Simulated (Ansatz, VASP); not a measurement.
This is a calculation of PbO2 for VASP 6.6.1.

File INCAR:

```
SYSTEM = PbO2
ALGO = Normal
EDIFF = 1E-6
EDIFFG = -0.01
ENCUT = 600
GGA = RE
IBRION = 2
ISIF = 3
ISMEAR = -1
IVDW = 12
LASPH = .TRUE.
LCHARG = .FALSE.
LREAL = .FALSE.
LWAVE = .FALSE.
NELM = 80
NSW = 60
PREC = Accurate
SIGMA = 0.05
```

The input KPOINTS:

```
k-points
0
G
  9 9 9
  0 0 0
```

The input POSCAR:

```
PbO2
1.0
    0.0000000000      2.7019920000      2.7019920000
    2.7019920000      0.0000000000      2.7019920000
    2.7019920000      2.7019920000      0.0000000000
Pb O
1 2
Direct
    0.0000000000      0.0000000000      0.0000000000
    0.7500000000      0.7500000000      0.7500000000
    0.2500000000      0.2500000000      0.2500000000
```

Potentials or basis: VASP PAW PBE potentials, release 64 (Pb_d, O).

Command:

```bash
$ cat potpaw_PBE.64/Pb_d/POTCAR potpaw_PBE.64/O/POTCAR > POTCAR
$ mpirun -np 1 vasp_std > vasp.out
```

Problem. Set up the same calculation for Ansatz 0.2.0. Potentials there: Ansatz PAW.

Solution. As run (the cutoff follows the program's own potentials):

File input.yaml:

```yaml
crystal:
  lattice:
    - [0.0, 2.701992, 2.701992]
    - [2.701992, 0.0, 2.701992]
    - [2.701992, 2.701992, 0.0]
  atoms:
    - { symbol: Pb, position: [0.0, 0.0, 0.0] }
    - { symbol: O, position: [0.75, 0.75, 0.75] }
    - { symbol: O, position: [0.25, 0.25, 0.25] }
hamiltonian:
  xc: revpbe
  pseudopotentials: { kind: paw }
  dispersion: d3bj
kpoints:
  mp_grid: { grid: [9, 9, 9] }
scf:
  occupations: { method: fermi_dirac, width: 0.05 }
output:
  forces: true
  stress: true
  eigenvalues: true
relax:
  f_tol: 0.01
  max_steps: 40
  cell: { stress_tol: 0.05 }
```

Potentials or basis: Ansatz PAW.

Run with:

```bash
$ ansatz run input.yaml --threads 2 --pin off --max-ram 5632MiB --backend cpu --events-out ev --progress --plain --runs-dir out
```

Both were run:

|  | VASP | Ansatz | Ansatz less VASP |
| --- | --- | --- | --- |
| gap on the k mesh at the Fermi level, each at its own relaxed structure (eV) | none | none | - |
| relaxed volume (Å³/atom) | 12.94 | 12.93 | -0.003 |
| relaxed cell length with the largest relative difference (Å) | 3.800 | 3.800 | -0.0003 |

VASP's potentials were made for PBE, not for revPBE. A gap of «none» marks a metal or a gap that the smearing closes.

Spin-orbit coupling is off throughout. Noted on Ansatz's run: the plane-wave basis is chosen anew once the cell has moved, so the energies of steps on either side of that aren't comparable.
